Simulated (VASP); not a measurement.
TiPt3: single point with PBEsol

Crystal: TiPt3.

```
Pt Ti
1.0
     3.85471    0.00000    0.00000
     0.00000    3.85471    0.00000
     0.00000    0.00000    3.85471
Pt Ti
3 1
Direct
  0.50000 0.50000 0.00000
  0.50000 0.00000 0.50000
  0.00000 0.50000 0.50000
  0.00000 0.00000 0.00000
```

```yaml
Program: VASP 6.6.1
Task: single point
Functional: PBEsol
Potentials_or_basis: VASP PAW PBE potentials, release 64 (Pt, Ti_sv)
Cutoff: 520 eV
k_mesh: 7 × 7 × 7
Occupations: fermi-dirac, width 0.05 eV
Spin: no spin polarisation
```

- Pressure: 9.7 GPa
- Band gap on the k mesh: zero (band 21 reaches 13.80 eV, above the bottom of band 22 at 12.18 eV)

Levels at points of the mesh, in eV from the Fermi level:
```csv
k point,band 17,band 18,band 19,band 20,band 21,band 22,band 23,band 24,band 25,band 26
"(0.00, 0.00, 0.00)",-0.55,0.04,0.04,0.04,1.46,1.46,1.50,1.50,1.50,2.14
```

Wall time 40 s on 1 thread of Intel(R) Xeon(R) Platinum 8259CL CPU @ 2.50GHz (Skylake/Cascade Lake) (shared host), peak memory 0.18 GiB.

Caveat: the PAW data sets were made with another functional, which shifts forces and pressure a little; spin-orbit coupling is left out, which moves the levels of the heavy elements.
